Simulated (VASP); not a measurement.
## Na2B5: single point with PBE

The system is Na2B5.

```xyz
7
Lattice="4.3988 0.0000 0.0000 -1.8322 4.0815 0.0000 -0.6820 -2.2595 7.2428" Properties=species:S:1:pos:R:3 pbc="T T T"
Na   -0.3462    1.7391    5.2430
Na    2.2308    0.0829    1.9997
B    -0.2563    2.4649    0.0923
B     1.2833    2.0408    0.0000
B    -0.7896   -1.4508    7.2087
B     2.6742    3.2728    0.0341
B     2.1409   -0.6428    7.1505
```

- Program: VASP 6.6.1
- Task: single point
- Functional: PBE
- Potentials or basis: VASP PAW PBE potentials, release 64 (Na_pv, B)
- Cutoff: 520 eV
- k mesh: 4 × 4 × 4
- Occupations: gaussian, width 0.1 eV
- Spin: no spin polarisation

```
Pressure               : 0.1 GPa
Largest force          : 1.138 eV/Å
Band gap on the k mesh : zero (an odd number of electrons rules out a gap without spin polarisation)
```

Forces on the atoms (eV/Å):
```
Na  -0.004 -0.010  0.051
Na   0.004  0.010 -0.051
B    1.032 -0.479 -0.023
B    0.000  0.000  0.000
B    0.339  0.746  0.042
B   -0.339 -0.746 -0.042
B   -1.032  0.479  0.023
```

Stress tensor (GPa, compression positive):
```
 0.43 -0.50  0.34
-0.50 -0.10 -0.10
 0.34 -0.10 -0.09
```

Levels at points of the mesh, in eV from the Fermi level:
| k point | band 12 | band 13 | band 14 | band 15 | band 16 | band 17 |
| --- | --- | --- | --- | --- | --- | --- |
| (0.00, 0.00, 0.00) | -5.18 | -2.99 | -1.38 | -0.64 | 2.23 | 2.86 |
| (0.50, 0.00, 0.00) | -4.01 | -2.82 | -2.05 | 1.25 | 1.25 | 2.09 |
| (0.00, 0.50, 0.00) | -2.81 | -1.80 | -0.88 | -0.63 | 1.28 | 1.45 |
| (0.50, 0.50, 0.00) | -3.40 | -3.10 | -2.67 | 0.21 | 1.40 | 1.53 |
| (0.00, 0.00, 0.50) | -5.22 | -2.99 | -0.89 | -0.53 | 1.99 | 2.27 |
| (0.50, 0.00, 0.50) | -4.02 | -2.83 | -2.10 | 1.37 | 1.40 | 2.31 |
| (0.00, 0.50, 0.50) | -2.81 | -1.80 | -0.85 | -0.63 | 1.16 | 1.24 |
| (0.50, 0.50, 0.50) | -3.41 | -3.13 | -2.73 | 0.25 | 1.75 | 2.20 |

Run time: 46 s on 1 thread of Intel(R) Xeon(R) 6975P-C (Granite Rapids), with other jobs on the host, peak memory 0.3 GiB.

Caveat: the k points lie up to 0.40 Å⁻¹ apart, too coarse for converged energies and pressures of a metal; forces of over 1 eV/Å act on the atoms, so gaps and moduli don't describe the material at rest.
